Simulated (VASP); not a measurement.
# Ru (Fm-3m) in VASP: a series of runs, part 2 of 2

VASP 6.6.1. The steps go on from the part before.

### 4 Single point, PBE

Input file INCAR:

```
SYSTEM = Ru
ALGO = Fast
EDIFF = 1E-7
ENCUT = 520
GGA = PE
ISIF = 2
ISMEAR = 0
LASPH = .True.
LCHARG = .False.
LREAL = .False.
LWAVE = .False.
NBANDS = 13
NELM = 100
PREC = Accurate
SIGMA = 0.15
```

Input file KPOINTS:

```
k-points
0
Gamma
  22 22 22
  0 0 0
```

Input file POSCAR:

```
Ru
1.0
    0.0000000000      1.9050840393      1.9050840393
    1.9050840393      0.0000000000      1.9050840393
    1.9050840393      1.9050840393      0.0000000000
Ru
1
Direct
    0.0000000000      0.0000000000      0.0000000000
```

Potentials or basis: VASP PAW PBE potentials, release 64 (Ru_pv).

Command:

```
$ cat potpaw_PBE.64/Ru_pv/POTCAR > POTCAR
$ mpirun -np 1 vasp_std > vasp.out
```

OUTCAR:

```text
SYSTEM = Ru
   EDIFF = 1E-7
   ENCUT = 520
   GGA = PE
   ISIF = 2
   ISMEAR = 0
   LASPH = .True.
   LREAL = .False.
   NELM = 100
   PREC = Accurate

 ion  position               nearest neighbor table
   1  0.000  0.000  0.000-

  LATTYP: Found a face centered cubic cell.
 ALAT       =     3.8101680786

  Lattice vectors:

 A1 = (   0.0000000000,   1.9050840393,   1.9050840393)
 A2 = (   1.9050840393,   0.0000000000,   1.9050840393)
[... 563 lines left out ...]
     12      27.2793      0.00000
     13      33.1973      0.00000

 [... further k-points ...]

------------------------ aborting loop because EDIFF is reached ----------------------------------------

  FORCE on cell =-STRESS in cart. coord.  units (eV):
  Direction    XX          YY          ZZ          XY          YZ          ZX
  --------------------------------------------------------------------------------------
  -------------------------------------------------------------------------------------
  Total        0.0002244      0.0002244      0.0002244     -0.0000000      0.0000000      0.0000000
  in kB        0.0259962      0.0259962      0.0259962     -0.0000000      0.0000000      0.0000000
  external PRESSURE =       0.0259962 kB  Pullay stress =       0.0000000 kB

 VOLUME and BASIS-vectors are now :
 -----------------------------------------------------------------------------
  energy-cutoff  :      520.00
  volume of cell :       13.83
      direct lattice vectors                 reciprocal lattice vectors
     0.000000000  1.905084039  1.905084039    -0.262455613  0.262455613  0.262455613
     1.905084039  0.000000000  1.905084039     0.262455613 -0.262455613  0.262455613
     1.905084039  1.905084039  0.000000000     0.262455613  0.262455613 -0.262455613

 POSITION                                       TOTAL-FORCE (eV/Angst)
 -----------------------------------------------------------------------------------
      0.00000      0.00000      0.00000         0.000000     -0.000000      0.000000
 -----------------------------------------------------------------------------------
    total drift:                                0.000000      0.000000      0.000000

  FREE ENERGIE OF THE ION-ELECTRON SYSTEM (eV)
  ---------------------------------------------------
  free  energy   TOTEN  =        -9.1288918515 eV

  energy  without entropy=       -9.1181924868  energy(sigma->0) =       -9.12354217
```

It took 45 s on 1 thread of Intel Xeon 6975P-C (Granite Rapids), shared host; peak memory 0.17 GiB.

Results:

| Item | Value |
| --- | --- |
| Free energy | -9.1289 eV |
| Pressure | 0.0 GPa |
| Band gap on the k mesh | zero (band 7 reaches 14.61 eV, above the bottom of band 8 at 11.16 eV) |

Levels at points of the mesh, in eV from the Fermi level:
| k point | band 3 | band 4 | band 5 | band 6 | band 7 | band 8 | band 9 | band 10 | band 11 | band 12 |
| --- | --- | --- | --- | --- | --- | --- | --- | --- | --- | --- |
| (0.00, 0.00, 0.00) | -42.42 | -7.79 | -2.50 | -2.50 | -2.50 | -0.12 | -0.12 | 10.56 | 15.08 | 20.72 |
| (0.50, 0.00, 0.00) | -42.56 | -5.93 | -2.62 | -2.62 | 1.02 | 1.70 | 1.70 | 9.87 | 10.56 | 14.67 |
| (0.50, 0.50, 0.00) | -42.79 | -6.22 | -5.75 | 1.65 | 2.20 | 2.20 | 3.62 | 10.56 | 13.36 | 13.36 |

### 5 Relaxation of cell and atoms, PBE

This run uses another cell than the first one, of 14.05 Å³/atom, 1.016 times its volume.

Input file INCAR:

```
SYSTEM = Ru
  PREC = Accurate
  ENCUT = 600
  EDIFF = 1E-6
  ISMEAR = 0
  SIGMA = 0.1
  LREAL = .False.
  LASPH = .True.
  NELM = 80
  ALGO = Normal
  ISIF = 3
  LWAVE = .False.
  LCHARG = .False.
  GGA = PE
  IBRION = 2
  NSW = 100
  EDIFFG = -0.005
```

Input file KPOINTS:

```
regular mesh
0
Gamma
  18 18 18
  0 0 0
```

Input file POSCAR:

```
Ru
1.0
    0.0000000000      1.9150000000      1.9150000000
    1.9150000000      0.0000000000      1.9150000000
    1.9150000000      1.9150000000      0.0000000000
Ru
1
Direct
    0.0000000000      0.0000000000      0.0000000000
```

Command:

```
$ cat potpaw_PBE.64/Ru_pv/POTCAR > POTCAR
$ mpirun -np 1 vasp_std > vasp.out
```

Wall time 48 s (1 thread of Intel Xeon 6975P-C (Granite Rapids), shared host); peak memory 0.17 GiB.

The run converged. Its results:

```yaml
Free_energy: -9.1262 eV
Relaxed_volume: 13.82 Å³/atom
Relaxed_cell: a = 2.694 Å, b = 2.694 Å, c = 2.694 Å, α = 60.00°, β = 60.00°, γ = 60.00°
Space_group_after_relaxing_to_0.05_Å: Fm-3m (No. 225)
Energy_gained_by_relaxing: 3.3 meV/atom
Ionic_steps: 4
Pressure_after_relaxing: 0.0 GPa
Band_gap_on_the_k_mesh: zero (band 7 reaches 14.63 eV, above the bottom of band 8 at 11.29 eV)
```

The path:
```
step  energy change (eV)  largest force (eV/Å)  pressure (GPa)  volume (Å³)
   1              0.0000                0.0000           -4.71        14.05
   2              0.0240                0.0000           15.31        13.22
   3             -0.0033                0.0000           -0.09        13.83
   4             -0.0033                0.0000            0.01        13.82
```

Final structure:
```
Ru
1.0
     0.00000    1.90478    1.90478
     1.90478    0.00000    1.90478
     1.90478    1.90478    0.00000
Ru
1
Direct
  0.00000 0.00000 0.00000
```

Levels at points of the mesh, in eV from the Fermi level:
```csv
k point,band 3,band 4,band 5,band 6,band 7,band 8,band 9,band 10,band 11
"(0.00, 0.00, 0.00)",-42.39,-7.77,-2.47,-2.47,-2.47,-0.09,-0.09,10.60,15.11
"(0.50, 0.00, 0.00)",-42.52,-5.90,-2.59,-2.59,1.05,1.73,1.73,9.91,10.61
"(0.50, 0.50, 0.00)",-42.75,-6.19,-5.72,1.69,2.23,2.23,3.65,10.60,13.39
```

### 6 Single point, PBE

This run uses another cell than the first one, of 14.05 Å³/atom, 1.016 times its volume.

Input file INCAR:

```
SYSTEM = Ru
PREC     = Accurate       ! precision mode
ENCUT    = 500            ! plane-wave cutoff, eV
EDIFF    = 1E-6           ! SCF threshold, eV
ISMEAR   = 0              ! smearing method
SIGMA    = 0.1            ! smearing width, eV
LREAL    = .FALSE.        ! projectors in reciprocal space
LASPH    = .TRUE.         ! aspherical terms in the spheres
NELM     = 120            ! most SCF steps
ALGO     = Normal         ! electronic algorithm
ISIF     = 2              ! what is computed and relaxed
LWAVE    = .FALSE.        ! write WAVECAR
LCHARG   = .TRUE.         ! write CHGCAR
GGA      = PE             ! functional
LELF     = .TRUE.         ! ELF
LVHAR    = .TRUE.       
NBANDS   = 13             ! bands
GGA_COMPAT= .FALSE.
```

Input file KPOINTS:

```
Automatic mesh
0
G
  8 8 8
  0 0 0
```

POSCAR is that of step 5.

Potentials or basis: VASP PAW PBE potentials, release 64 (Ru_pv).

Command:

```
$ cat potpaw_PBE.64/Ru_pv/POTCAR > POTCAR
$ mpirun -np 1 vasp_std > vasp.out
```

OUTCAR:

```text
SYSTEM = Ru
   PREC = Accurate
   ENCUT = 500
   EDIFF = 1E-6
   ISMEAR = 0
   LREAL = .FALSE.
   LASPH = .TRUE.
   NELM = 120
   ISIF = 2
   GGA = PE

 ion  position               nearest neighbor table
   1  0.000  0.000  0.000-

  LATTYP: Found a face centered cubic cell.
 ALAT       =     3.8300000000

  Lattice vectors:

 A1 = (   0.0000000000,   1.9150000000,   1.9150000000)
 A2 = (   1.9150000000,   0.0000000000,   1.9150000000)
 A3 = (   1.9150000000,   1.9150000000,   0.0000000000)

[... 561 lines left out ...]
     13      29.2729      0.00000

 [... further k-points ...]

------------------------ aborting loop because EDIFF is reached ----------------------------------------

  FORCE on cell =-STRESS in cart. coord.  units (eV):
  Direction    XX          YY          ZZ          XY          YZ          ZX
  --------------------------------------------------------------------------------------
  -------------------------------------------------------------------------------------
  Total       -0.4759771     -0.4759771     -0.4759771      0.0000000      0.0000000      0.0000000
  in kB      -54.2950566    -54.2950566    -54.2950566      0.0000000      0.0000000      0.0000000
  external PRESSURE =     -54.2950566 kB  Pullay stress =       0.0000000 kB

 VOLUME and BASIS-vectors are now :
 -----------------------------------------------------------------------------
  energy-cutoff  :      500.00
  volume of cell :       14.05
      direct lattice vectors                 reciprocal lattice vectors
     0.000000000  1.915000000  1.915000000    -0.261096606  0.261096606  0.261096606
     1.915000000  0.000000000  1.915000000     0.261096606 -0.261096606  0.261096606
     1.915000000  1.915000000  0.000000000     0.261096606  0.261096606 -0.261096606

 POSITION                                       TOTAL-FORCE (eV/Angst)
 -----------------------------------------------------------------------------------
      0.00000      0.00000      0.00000         0.000000      0.000000      0.000000
 -----------------------------------------------------------------------------------
    total drift:                               -0.000000     -0.000000     -0.000000

  FREE ENERGIE OF THE ION-ELECTRON SYSTEM (eV)
  ---------------------------------------------------
  free  energy   TOTEN  =        -9.1563140745 eV

  energy  without entropy=       -9.1523511367  energy(sigma->0) =       -9.15433261
```

It used 5.9 s of CPU time on 1 thread of AMD EPYC 7R13 Processor (Zen 3) (shared host).

Results:

```
Free energy            : -9.1563 eV
Pressure               : -5.4 GPa
Band gap on the k mesh : zero (band 7 reaches 14.30 eV, above the bottom of band 8 at 11.33 eV)
```

### 7 Overview

| task | cell | k mesh | cutoff (eV) | smearing | gap on the mesh (eV) | pressure (GPa) |
| --- | --- | --- | --- | --- | --- | --- |
| single point | a = 2.694 Å, angles 60.0°, 1 atom | 18 × 18 × 18 | 520 | gaussian 0.1 eV | none | -0.2 |
| single point | a = 2.694 Å, angles 60.0°, 1 atom | 20 × 20 × 20 | 520 | gaussian 0.15 eV | none | 0.2 |
| single point | a = 2.694 Å, angles 60.0°, 1 atom | 22 × 22 × 22 | 520 | gaussian 0.15 eV | none | 0.0 |
| relaxation of cell and atoms | relaxed from a = 2.708 Å, angles 60.0°, 1 atom | 18 × 18 × 18 | 600 | gaussian 0.1 eV | none | 0.0 |
| single point | a = 2.708 Å, angles 60.0°, 1 atom | 8 × 8 × 8 | 500 | gaussian 0.1 eV | none | -5.4 |

Alike in all rows: level PBE; potentials or basis VASP PAW PBE potentials, release 64 (Ru_pv); no spin polarisation.

Every run on the cell as given and a fine mesh finds a metal.

Total energies depend on the potentials used, so only differences within one code and one set of settings carry meaning.
